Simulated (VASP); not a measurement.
Wanted: the native input for a VASP 6.6.1 run.

| Property | Result |
| --- | --- |
| Task | relaxation of cell and atoms |
| Functional | LDA |
| Potentials or basis | VASP PAW LDA potentials, release 64 (Sn_d, O) |
| Cutoff | 600 eV |
| k mesh | 6 × 4 × 6 |
| Occupations | gaussian, width 0.01 eV |
| Spin | no spin polarisation |
| Dipole correction | no |
| Further INCAR settings | ALGO = Normal; EDIFF = 1e-06; IBRION = 2; EDIFFG = -0.03; NSW = 80; ISIF = 3 |

The structure of SnO lies in POSCAR:

```
SnO
1.0
    3.3550050000      0.0000000000      0.0000000000
    0.0000000000      5.6741040000      0.0000000000
    0.0000000000      0.0000000000      4.2219700000
Sn O
2 2
Direct
    0.0000000000      0.2319090000      0.5131440000
    0.5000000000      0.7680910000      0.0131440000
    0.0000000000      0.8912500000      0.7368570000
    0.5000000000      0.1087500000      0.2368570000
```

One way to write it, as run:

INCAR

```
PREC     = Accurate       # precision mode
ENCUT    = 600            # plane-wave cutoff, eV
EDIFF    = 1E-6           # SCF threshold, eV
ISMEAR   = 0              # smearing method
SIGMA    = 0.01           # smearing width, eV
LREAL    = False          # projectors in reciprocal space
LASPH    = True           # aspherical terms in the spheres
NELM     = 80             # most SCF steps
ALGO     = Normal         # electronic algorithm
ISIF     = 3              # what is computed and relaxed
LWAVE    = False          # write WAVECAR
LCHARG   = False          # write CHGCAR
IBRION   = 2              # ionic algorithm
NSW      = 80             # ionic steps
EDIFFG   = -0.03          # ionic threshold
```

KPOINTS

```
Automatic mesh
0
Gamma
  6 4 6
```

Potentials or basis: VASP PAW LDA potentials, release 64 (Sn_d, O).

The run is started by

```bash
$ cat potpaw_LDA.64/Sn_d/POTCAR potpaw_LDA.64/O/POTCAR > POTCAR
$ mpirun -np 1 vasp_std > vasp.out
```

It gave:

* Relaxed volume: 17.16 Å³/atom
* Relaxed cell: a = 3.292 Å, b = 5.662 Å, c = 3.684 Å, α = 90.00°, β = 90.00°, γ = 90.00°
* Space group after relaxing (to 0.1 Å): Pmn2_1 (No. 31)
* Energy gained by relaxing: 33.8 meV/atom
* Ionic steps: 30
* Pressure after relaxing: 0.1 GPa
* Largest force after relaxing: 0.020 eV/Å
* Band gap on the k mesh: 1.32 eV (least direct gap 1.99 eV)

Caveat: spin-orbit coupling is left out, which moves the levels of the heavy elements.

Wall time 18 min on 1 thread of Intel(R) Xeon(R) Platinum 8559C (Emerald Rapids) (shared host), peak memory 0.25 GiB.
